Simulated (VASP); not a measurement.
# Hf8CN6 (a cell with a defect) in VASP: relaxation of the atoms with PBE

Aim: the relaxation of the atoms of Hf8CN6 (a cell with a defect) with PBE.

Everything below comes from runs of VASP 6.6.1. Logs are shortened: lines on timing, memory, paths and dates and some standing lists are left out, and cuts for length are marked.

## Step 1: The cell of the first run

The cell holds a defect, 15 atoms: a = 6.268 Å, b = 5.428 Å, c = 5.417 Å, α = 90.00°, β = 90.00°, γ = 90.00°.

## Step 2: Relaxation of the atoms, PBE

Contents of INCAR:

```
SYSTEM = Hf8CN6
PREC     = Accurate       ! precision mode
ENCUT    = 520            ! plane-wave cutoff, eV
EDIFF    = 1E-6           ! SCF threshold, eV
ISMEAR   = 0              ! smearing method
SIGMA    = 0.02           ! smearing width, eV
LREAL    = Auto         
LASPH    = .TRUE.         ! aspherical terms in the spheres
NELM     = 80             ! most SCF steps
ALGO     = Normal         ! electronic algorithm
ISIF     = 2              ! what is computed and relaxed
LWAVE    = .FALSE.        ! write WAVECAR
LCHARG   = .FALSE.        ! write CHGCAR
GGA      = PE             ! functional
IBRION   = 2              ! ionic algorithm
NSW      = 80             ! ionic steps
EDIFFG   = -0.03          ! ionic threshold
```

Contents of KPOINTS:

```
regular mesh
0
G
  2 2 2
  0 0 0
```

Contents of POSCAR:

```
Hf8CN6
1.0
   -3.1339080000     -5.4280880000      0.0000000000
    4.7008620000     -2.7140440000      0.0000000000
    0.0000000000      0.0000000000      5.4167680000
Hf N C
8 6 1
Direct
    0.4999999900      0.6666666700      0.7499999600
    0.4999999900      0.3333333300      0.2499999900
    0.2500000000      0.1666666700      0.7499999600
    0.2499999900      0.8333333300      0.2499999900
   -0.0000000100      0.6666666700      0.7499999600
    0.0000000000      0.3333333300      0.2499999900
    0.7499999900      0.1666666600      0.7499999600
    0.7499999900      0.8333333200      0.2499999900
    0.7499999900      0.4999999900      0.0000000000
    0.7499999900      0.4999999900      0.4999999700
    0.2499999900      0.5000000000      0.0000000000
    0.2499999900      0.5000000000      0.4999999700
    0.0000000000      0.0000000000      0.0000000000
    0.0000000000      0.0000000000      0.4999999700
    0.5000000000     -0.0000000100     -0.4999999700
```

Potentials or basis: VASP PAW PBE potentials, release 64 (Hf_pv, N, C).

Launch:

```console
$ cat potpaw_PBE.64/Hf_pv/POTCAR potpaw_PBE.64/N/POTCAR potpaw_PBE.64/C/POTCAR > POTCAR
$ mpirun -np 1 vasp_std > vasp.out
```

OUTCAR:

```text
SYSTEM = Hf8CN6
   PREC = Accurate
   ENCUT = 520
   EDIFF = 1E-6
   ISMEAR = 0
   LREAL = Auto
   LASPH = .TRUE.
   NELM = 80
   ISIF = 2
   GGA = PE
   IBRION = 2
   NSW = 80
   EDIFFG = -0.03

 ion  position               nearest neighbor table
   1  0.500  0.667  0.750-  15 2.26  10 2.26  12 2.26   9 2.26  11 2.26   3 3.13   7 3.13   3 3.13
                             7 3.13   5 3.13   5 3.13   4 3.26   8 3.26   2 3.26   4 3.26   8 3.26
   2  0.500  0.333  0.250-  12 2.26  10 2.26  11 2.26   9 2.26  15 2.26   6 3.13   4 3.13   8 3.13
                             8 3.13   4 3.13   6 3.13   3 3.26   7 3.26   1 3.26   3 3.26   7 3.26
   3  0.250  0.167  0.750-  15 2.26  12 2.26  14 2.26  11 2.26  13 2.26   1 3.13   7 3.13   1 3.13
                             5 3.13   5 3.13   7 3.13   2 3.26   6 3.26   4 3.26   2 3.26   6 3.26
   4  0.250  0.833  0.250-  14 2.26  12 2.26  13 2.26  11 2.26  15 2.26   6 3.13   2 3.13   6 3.13
                             8 3.13   2 3.13   8 3.13   1 3.26   5 3.26   3 3.26   1 3.26   5 3.26
   5  1.000  0.667  0.750-  14 2.26  12 2.26  10 2.26  13 2.26  11 2.26   9 2.26   7 3.13   3 3.13
                             1 3.13   1 3.13   3 3.13   7 3.13   8 3.26   4 3.26   6 3.26   8 3.26
   6  0.000  0.333  0.250-  14 2.26  12 2.26  13 2.26  11 2.26  10 2.26   9 2.26   4 3.13   8 3.13
                             2 3.13   4 3.13   2 3.13   8 3.13   3 3.26   5 3.26   7 3.26   3 3.26
   7  0.750  0.167  0.750-  15 2.26  10 2.26  14 2.26   9 2.26  13 2.26   5 3.13   3 3.13   1 3.13
                             1 3.13   5 3.13   3 3.13   2 3.26   8 3.26   6 3.26   2 3.26   8 3.26
   8  0.750  0.833  0.250-  10 2.26   9 2.26  14 2.26  13 2.26  15 2.26   6 3.13   2 3.13   2 3.13
                             4 3.13   4 3.13   6 3.13   5 3.26   1 3.26   7 3.26   5 3.26   1 3.26
   9  0.750  0.500  0.000-   8 2.26   2 2.26   6 2.26   7 2.26   1 2.26   5 2.26
  10  0.750  0.500  0.500-   8 2.26   2 2.26   7 2.26   6 2.26   1 2.26   5 2.26
  11  0.250  0.500  0.000-   4 2.26   6 2.26   2 2.26   3 2.26   5 2.26   1 2.26
  12  0.250  0.500  0.500-   4 2.26   6 2.26   2 2.26   3 2.26   5 2.26   1 2.26
  13  0.000  0.000  0.000-   4 2.26   6 2.26   8 2.26   5 2.26   7 2.26   3 2.26
  14  0.000  0.000  0.500-   4 2.26   6 2.26   5 2.26   7 2.26   3 2.26   8 2.26
  15  0.500  1.000  0.500-   1 2.26   7 2.26   3 2.26   8 2.26   2 2.26   4 2.26

  LATTYP: Found a simple orthorhombic cell.
 ALAT       =     5.4167680000
 B/A-ratio  =     1.0020897908
 C/A-ratio  =     1.1571136334

  Lattice vectors:

 A1 = (   0.0000000000,   0.0000000000,  -5.4167680000)
 A2 = (   4.7008620000,  -2.7140440000,   0.0000000000)
 A3 = (  -3.1339080000,  -5.4280880000,   0.0000000000)

Analysis of symmetry for initial positions (statically):
=====================================================================
 Subroutine PRICEL returns:
 Original cell was already a primitive cell.

 Routine SETGRP: Setting up the symmetry group for a
 simple orthorhombic supercell.

 Subroutine GETGRP returns: Found  4 space group operations
 (whereof  4 operations were pure point group operations)
 out of a pool of  8 trial point group operations.

The static configuration has the point symmetry C_2h.

Analysis of symmetry for dynamics (positions and initial velocities):
=====================================================================
 Subroutine PRICEL returns:
 Original cell was already a primitive cell.

 Routine SETGRP: Setting up the symmetry group for a
 simple orthorhombic supercell.

 Subroutine GETGRP returns: Found  4 space group operations
 (whereof  4 operations were pure point group operations)
 out of a pool of  8 trial point group operations.

The dynamic configuration has the point symmetry C_2h.

 Subroutine INISYM returns: Found  4 space group operations
 (whereof  4 operations are pure point group operations),
 and found     1 'primitive' translations

----------------------------------------------------------------------------------------

                                     Primitive cell

  volume of cell :     184.2907

  direct lattice vectors                    reciprocal lattice vectors
    -3.133908000 -5.428088000  0.000000000    -0.079772603 -0.138170199  0.000000000
     4.700862000 -2.714044000  0.000000000     0.159545207 -0.092113466  0.000000000
     0.000000000  0.000000000  5.416768000     0.000000000  0.000000000  0.184611931

  length of vectors
     6.267816102  5.428087912  5.416768000     0.159545204  0.184226935  0.184611931

  position of ions in fractional coordinates (direct lattice)
     0.499999990  0.666666670  0.749999960
     0.499999990  0.333333330  0.249999990
     0.250000000  0.166666670  0.749999960
     0.249999990  0.833333330  0.249999990
     0.999999990  0.666666670  0.749999960
     0.000000000  0.333333330  0.249999990
     0.749999990  0.166666660  0.749999960
     0.749999990  0.833333320  0.249999990
     0.749999990  0.499999990  0.000000000
     0.749999990  0.499999990  0.499999970
     0.249999990  0.500000000  0.000000000
     0.249999990  0.500000000  0.499999970
     0.000000000  0.000000000  0.000000000
     0.000000000  0.000000000  0.499999970
     0.500000000  0.999999990  0.500000030

  ion indices of the primitive-cell ions
   primitive index   ion index
                 1           1
                 2           2
                 3           3
                 4           4
                 5           5
                 6           6
                 7           7
                 8           8
                 9           9
                10          10
                11          11
                12          12
                13          13
                14          14
                15          15

----------------------------------------------------------------------------------------

 KPOINTS: regular mesh

Automatic generation of k-mesh.
 Grid dimensions read from file:
 generate k-points for:    2    2    2

 Generating k-lattice:

  Cartesian coordinates                     Fractional coordinates (reciprocal lattice)
    -0.039886302 -0.069085100  0.000000000     0.500000000  0.000000000  0.000000000
     0.079772603 -0.046056733  0.000000000     0.000000000  0.500000000  0.000000000
     0.000000000  0.000000000  0.092305965     0.000000000  0.000000000  0.500000000

  Length of vectors
     0.079772602  0.092113468  0.092305965

  Shift w.r.t. Gamma in fractional coordinates (k-lattice)
     0.000000000  0.000000000  0.000000000

 Subroutine IBZKPT returns following result:
 ===========================================

 Found      8 irreducible k-points:

 Following reciprocal coordinates:
            Coordinates               Weight
  0.000000  0.000000  0.000000      1.000000
  0.500000 -0.000000  0.000000      1.000000
  0.000000  0.500000  0.000000      1.000000
  0.500000  0.500000  0.000000      1.000000
  0.000000  0.000000  0.500000      1.000000
  0.500000 -0.000000  0.500000      1.000000
  0.000000  0.500000  0.500000      1.000000
  0.500000  0.500000  0.500000      1.000000
   k-points           NKPTS =      8   k-points in BZ     NKDIM =      8   number of bands    NBANDS=     68
   number of dos      NEDOS =    301   number of ions     NIONS =     15
   total plane-waves  NPLWV =  76800
   dimension x,y,z NGX =    48 NGY =   40 NGZ =   40
   dimension x,y,z NGXF=    96 NGYF=   80 NGZF=   80
   ions per type =               8   6   1
   NGX,Y,Z   is equivalent  to a cutoff of  12.73, 12.25, 12.28 a.u.
   NGXF,Y,Z  is equivalent  to a cutoff of  25.46, 24.50, 24.55 a.u.
 SYSTEM =  Hf8CN6
   PREC   = accura    normal or accurate (medium, high low for compatibility)
   ISTART =      0    job   : 0-new  1-cont  2-samecut
   ICHARG =      2    charge: 1-file 2-atom 10-const
   ISPIN  =      1    spin polarized calculation?
   LNONCOLLINEAR =      F non collinear calculations
   LSORBIT =      F    spin-orbit coupling
   LASPH  =      T    aspherical Exc in radial PAW
   ENCUT  =  520.0 eV  38.22 Ry    6.18 a.u.  11.65 10.09 10.07*2*pi/ulx,y,z
   NELM   =     80;   NELMIN=  2; NELMDL= -5     # of ELM steps
   EDIFF  = 0.1E-05   stopping-criterion for ELM
   LREAL  =      T    real-space projection
   EDIFFG = -.3E-01   stopping-criterion for IOM
   NSW    =     80    number of steps for IOM
   IBRION =      2    ionic relax: 0-MD 1-quasi-New 2-CG
   NFREE  =      1    steps in history (QN), initial steepest desc. (CG)
   ISIF   =      2    stress and relaxation
   ISYM   =      2    0-nonsym 1-usesym 2-fastsym
   POTIM  = 0.5000    time-step for ionic-motion
   TEBEG  =    0.0;   TEEND  =   0.0 temperature during run
   PSTRESS=    0.0 pullay stress
   NELECT =     114.0000    total number of electrons
   NUPDOWN=      -1.0000    fix difference up-down
   EMIN   =  10.00;   EMAX   =-10.00  energy-range for DOS
   EFERMI =   0.00;   METHOD = LEGACY
   ISMEAR =     0;   SIGMA  =   0.02  broadening in eV -4-tet -1-fermi 0-gaus
   EFERMI_NEDOS =   21; number of points for ismear=-14 and -15
   IALGO  =     38    algorithm
   IMIX   =      4    mixing-type and parameters
     AMIX     =   0.40;   BMIX     =  1.00
     AMIX_MAG =   1.60;   BMIX_MAG =  1.00
  volume/ion in A,a.u.               =      12.29        82.91
  Fermi-wavevector in a.u.,A,eV,Ry     =   1.394897  2.635972 26.473350  1.945736
  Thomas-Fermi vector in A             =   2.518401
   LORBIT       =      0    0 simple, 1 ext, 2 COOP (PROOUT), +10 PAW based schemes
   GGA     = PE    functional components
   LHFCALC =     F    Hartree Fock is set to
   AEXX    =    0.0000 exact exchange contribution
   IVDW    =     0    specifies the selected vdW correction
   LEPSILON=     F    determine dielectric tensor
   LRPA    =     F    only Hartree local field effects (RPA)
 conjugate gradient relaxation of ions
 non-spin polarized calculation
 Gauss-broadening in eV      SIGMA  =   0.02
  energy-cutoff  :      520.00
  volume of cell :      184.29
 maximum number of plane-waves:      5027
 NGX is ok and might be reduce to    48
   NGX = 23   NGY = 21   NGZ = 21

--------------------------------------- Ionic step        1  -------------------------------------------

 number of electron     114.0000000 magnetization

 Free energy of the ion-electron system (eV)
  ---------------------------------------------------
  ext. energy  EPLUGINS =         0.00000000
  ---------------------------------------------------
  free energy    TOTEN  =      -160.78854255 eV

  energy without entropy =     -160.78424834  energy(sigma->0) =     -160.78639545

------------------------ aborting loop because EDIFF is reached ----------------------------------------

  FORCE on cell =-STRESS in cart. coord.  units (eV):
  Direction    XX          YY          ZZ          XY          YZ          ZX
  --------------------------------------------------------------------------------------
  -------------------------------------------------------------------------------------
  Total        5.4167185      7.4596938      5.6962271      1.7692683      0.0172499     -0.0298773
  in kB       47.0916049     64.8527255     49.5215837     15.3815795      0.1499662     -0.2597462
  external PRESSURE =      53.8219714 kB  Pullay stress =       0.0000000 kB
[... 328 lines left out ...]
  energy  without entropy=     -161.0891417259  energy(sigma->0) =     -161.08919478

--------------------------------------- Ionic step        8  -------------------------------------------

 number of electron     114.0000000 magnetization

 Free energy of the ion-electron system (eV)
  ---------------------------------------------------
  ext. energy  EPLUGINS =         0.00000000
  ---------------------------------------------------
  free energy    TOTEN  =      -161.08968807 eV

  energy without entropy =     -161.08958990  energy(sigma->0) =     -161.08963899

 E-fermi :   7.4001     XC(G=0): -12.5298

 val. band max:        7.3634286576   @ k =   0.0000   0.5000   0.5000
 cond. band min:       7.4367310142   @ k =   0.0000   0.5000   0.5000
 fundamental gap:      0.0733023566
 Fermi energy:         7.4000802713

 k-point     1 :       0.0000    0.0000    0.0000
  band No.  band energies     occupation
      1     -24.1121      2.00000
      2     -24.0764      2.00000
      3     -24.0024      2.00000
      4     -23.8655      2.00000
      5     -23.8487      2.00000
      6     -23.6903      2.00000
[... 599 lines left out ...]
  FREE ENERGIE OF THE ION-ELECTRON SYSTEM (eV)
  ---------------------------------------------------
  free  energy   TOTEN  =      -161.0896880707 eV

  energy  without entropy=     -161.0895898999  energy(sigma->0) =     -161.08963899

 reached required accuracy - stopping structural energy minimisation
```

Wall time 16 min (1 thread of Intel Xeon Platinum 8375C at 2.90GHz (Ice Lake), shared host); peak memory 0.3 GiB.

Results:

- Free energy: -161.0897 eV
- Energy gained by relaxing: 20.1 meV/atom
- Ionic steps: 8
- Pressure after relaxing: 6.9 GPa
- Largest force after relaxing: 0.018 eV/Å
- Band gap on the k mesh: zero (bands 57 and 58 overlap by 0.54 eV)

Forces on the atoms (eV/Å):
```
Hf  -0.007  0.004 -0.015
Hf   0.007 -0.004  0.015
Hf  -0.003 -0.004 -0.011
Hf  -0.002 -0.005  0.011
Hf   0.008 -0.004  0.001
Hf  -0.008  0.004 -0.001
Hf   0.002  0.005 -0.011
Hf   0.003  0.004  0.011
N    0.008  0.015  0.000
N    0.000 -0.001  0.000
N   -0.008 -0.015  0.000
N    0.000  0.001  0.000
N    0.000  0.000  0.000
N    0.000  0.000  0.000
C    0.000  0.000  0.000
```

Step by step:
```
step  energy change (eV)  largest force (eV/Å)  pressure (GPa)
   1              0.0000                1.3811            5.38
   2             -0.2833                0.3115            6.83
   3             -0.2835                0.3200            6.89
   4             -0.2956                0.2271            7.12
   5             -0.2981                0.1422            7.04
   6             -0.3007                0.0496            6.94
   7             -0.3007                0.0544            6.93
   8             -0.3011                0.0176            6.94
```

Final structure:
```
CELL_PARAMETERS angstrom
-3.13391 -5.42809 0.00000
4.70086 -2.71404 0.00000
0.00000 0.00000 5.41677
ATOMIC_POSITIONS crystal
Hf 0.50000 0.65707 0.74018
Hf 0.50000 0.34293 0.25982
Hf 0.24459 0.17179 0.74040
Hf 0.24459 0.82821 0.25960
Hf 0.00000 0.67018 0.75190
Hf 0.00000 0.32982 0.24810
Hf 0.75541 0.17179 0.74040
Hf 0.75541 0.82821 0.25960
N 0.75204 0.50000 0.00000
N 0.75383 0.50000 0.50000
N 0.24796 0.50000 0.00000
N 0.24617 0.50000 0.50000
N 0.00000 0.00000 0.00000
N 0.00000 0.00000 0.50000
C 0.50000 0.00000 0.50000
```

Caveat: the k points lie up to 0.58 Å⁻¹ apart, too coarse for converged energies and pressures of a metal; spin-orbit coupling is left out, which moves the levels of the heavy elements.
